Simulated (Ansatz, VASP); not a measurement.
Two plane-wave programs on RbSr

Contents of INCAR:

```
SYSTEM = RbSr
  ALGO = Normal
  EDIFF = 1E-6
  ENCUT = 520
  GGA = PE
  ISIF = 2
  ISMEAR = 0
  LASPH = .True.
  LCHARG = .False.
  LREAL = .False.
  LWAVE = .False.
  NBANDS = 16
  NELM = 80
  PREC = Accurate
  SIGMA = 0.1
```

KPOINTS

```
k-points
0
Gamma
  4 4 4
  0 0 0
```

File POSCAR:

```
RbSr
1.0
    0.0000000000      3.5259073600      3.5259073600
    3.5259073600      0.0000000000      3.5259073600
    3.5259073600      3.5259073600      0.0000000000
Rb Sr
1 1
Direct
    0.0000000000      0.0000000000      0.0000000000
    0.5000000000      0.5000000000      0.5000000000
```

Input for Ansatz:

```yaml
crystal:
  lattice:
    - [0.0, 3.52590736, 3.52590736]
    - [3.52590736, 0.0, 3.52590736]
    - [3.52590736, 3.52590736, 0.0]
  atoms:
    - { symbol: Rb, position: [0.0, 0.0, 0.0] }
    - { symbol: Sr, position: [0.5, 0.5, 0.5] }
basis:
  ecutwfc: 420
kpoints:
  mp_grid: { grid: [4, 4, 4] }
hamiltonian:
  xc: pbe
scf:
  occupations: { method: gaussian, width: 0.1 }
  lower_state_search: "off"
output:
  forces: true
  stress: true
  eigenvalues: true
```

Alike in both runs: task single point; functional PBE; k mesh 4 × 4 × 4; occupations gaussian, width 0.1 eV; no spin polarisation.

|  | VASP | Ansatz |
| --- | --- | --- |
| version | VASP 6.6.1 | Ansatz 0.2.0 |
| potentials or method | VASP PAW PBE potentials, release 64 (Rb_sv, Sr_sv), cutoff 520 eV | scalar-relativistic, plane waves, PAW |
| valence electrons in the cell | 19 | 19 |

```csv
,VASP,Ansatz,Ansatz less VASP
gap on the k mesh at the Fermi level (eV),none,none,-
pressure (GPa),4.8,4.8,-0.01
```

A gap of «none» marks a metal or a gap that the smearing closes.

The k mesh is coarse, so the values compare programs but aren't converged.
